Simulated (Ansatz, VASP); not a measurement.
**O in VASP and in Ansatz**

File INCAR:

```
SYSTEM = O
PREC = Accurate
ENCUT = 520
EDIFF = 1E-7
ISMEAR = -1
SIGMA = 0.05
LREAL = .False.
LASPH = .True.
NELM = 80
ALGO = Normal
ISIF = 2
LWAVE = .False.
LCHARG = .True.
GGA = PE
LELF = .True.
LVHAR = .True.
NBANDS = 13
```

Contents of KPOINTS:

```
Automatic mesh
0
Gamma
  10 10 7
  0 0 0
```

The input POSCAR:

```
O
1.0
    2.8889256149     -1.6842923427      0.0000000000
    2.8889256149      1.6842923427      0.0000000000
   -2.4260014827      0.0000000000      3.6950431885
O
2
Direct
    0.9745461700      0.9745461700      0.8444259800
    0.0254538300      0.0254538300      0.1555740200
```

File input.yaml:

```yaml
crystal:
  lattice:
    - [2.8889256149, -1.6842923427, 0.0]
    - [2.8889256149, 1.6842923427, 0.0]
    - [-2.4260014827, 0.0, 3.6950431885]
  atoms:
    - { symbol: O, position: [0.97454617, 0.97454617, 0.84442598] }
    - { symbol: O, position: [0.02545383, 0.02545383, 0.15557402] }
kpoints:
  mp_grid: { grid: [10, 10, 7] }
scf:
  occupations: { method: fermi_dirac, width: 0.05 }
hamiltonian:
  xc: pbe
  pseudopotentials: { kind: all_electron, lapw: { basis_error: 0.0005 } }
output:
  forces: true
  stress: true
  eigenvalues: true
```

Change from the starting cell: volume scaled by 1.04.

Alike in both runs: task single point; functional PBE; k mesh 10 × 10 × 7; occupations fermi-dirac, width 0.05 eV; no spin polarisation.

|  | VASP | Ansatz |
| --- | --- | --- |
| version | VASP 6.6.1 | Ansatz 0.2.0 |
| potentials or method | VASP PAW PBE potentials, release 64 (O), cutoff 520 eV | all-electron LAPW, scalar-relativistic |

Ansatz gave:

* gap on the k mesh at the Fermi level (eV): none
* pressure (GPa): -3.9
* traceless stress, the component that is largest in VASP (GPa): 3.08
* rms of the force components (eV/Å): 0.767

What did VASP give for the same quantities?

gap on the k mesh at the Fermi level (eV): none; pressure (GPa): -2.3; traceless stress, the component that is largest in VASP (GPa): 2.01; rms of the force components (eV/Å): 0.201.

Atom by atom the forces differ by 0.580 eV/Å (rms over components). A gap of «none» marks a metal or a gap that the smearing closes. One of these differences is far larger than is usual between the two programs; its cause wasn't traced. Ansatz ran all-electron here, and VASP with PAW potentials.

Noted on VASP's run: the standard files for N, O and F lose accuracy on very short bonds; spin is off for a triplet molecule. Noted on Ansatz's run: spin is off for a triplet molecule.
